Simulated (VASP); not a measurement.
Set up this calculation in VASP 6.6.1, as the native input.

```
Task                   : electric field gradients
Functional             : PBE
Potentials or basis    : VASP PAW PBE potentials, release 64 (Ag, Cl)
Cutoff                 : 520 eV
k mesh                 : 9 × 9 × 8
Occupations            : fermi-dirac, width 0.03 eV
Spin                   : no spin polarisation
Dipole correction      : no
Further INCAR settings : ALGO = Normal; EDIFF = 1e-08; NBANDS = 26
```

The structure of AgCl lies in POSCAR:

```
AgCl
1.0
    1.9270369941     -5.7232930929      0.0000000000
    1.9270369941      5.7232930929      0.0000000000
    0.0000000000      0.0000000000      3.9240373500
Ag Cl
2 2
Direct
    0.3965554000      0.6034446000      0.7500000000
    0.6034446000      0.3965554000      0.2500000000
    0.8654487300      0.1345512700      0.2500000000
    0.1345512700      0.8654487300      0.7500000000
```

This cell differs from its parent crystal: equal xx and yy strain of +3 %.

One way to write it, as run:

INCAR

```
SYSTEM = AgCl
PREC     = Accurate       ! precision mode
ENCUT    = 520            ! plane-wave cutoff, eV
EDIFF    = 1E-8           ! SCF threshold, eV
ISMEAR   = -1             ! smearing method
SIGMA    = 0.03           ! smearing width, eV
LREAL    = .False.        ! projectors in reciprocal space
LASPH    = .True.         ! aspherical terms in the spheres
NELM     = 60             ! most SCF steps
ALGO     = Normal         ! electronic algorithm
ISIF     = 2              ! what is computed and relaxed
LWAVE    = .False.        ! write WAVECAR
LCHARG   = .False.        ! write CHGCAR
GGA      = PE             ! functional
LEFG     = .True.       
NBANDS   = 26             ! bands
```

KPOINTS

```
regular mesh
0
Gamma
  9 9 8
  0 0 0
```

Potentials or basis: VASP PAW PBE potentials, release 64 (Ag, Cl).

Launch:

```bash
$ cat potpaw_PBE.64/Ag/POTCAR potpaw_PBE.64/Cl/POTCAR > POTCAR
$ mpirun -np 1 vasp_std > vasp.out
```

It gave:

```yaml
Pressure: -1.1 GPa
Largest_force: 0.049 eV/Å
Band_gap_on_the_k_mesh: 0.49 eV (least direct gap 1.91 eV)
Largest_electric_field_gradient_by_atom: Ag +53.2; Cl -59.4 V/Å²
```

Caveat: the cell differs from its parent crystal (equal xx and yy strain of +3 %); without QUAD_EFG the Cq values of the log hold for a quadrupole moment of 1 mb, not for the nuclei; an odd mesh through Γ misses points on the zone boundary, where band edges can lie.

Wall time 5.3 min on 1 thread of Intel(R) Xeon(R) Platinum 8259CL CPU @ 2.50GHz (Skylake/Cascade Lake), on a shared host, peak memory 0.4 GiB.
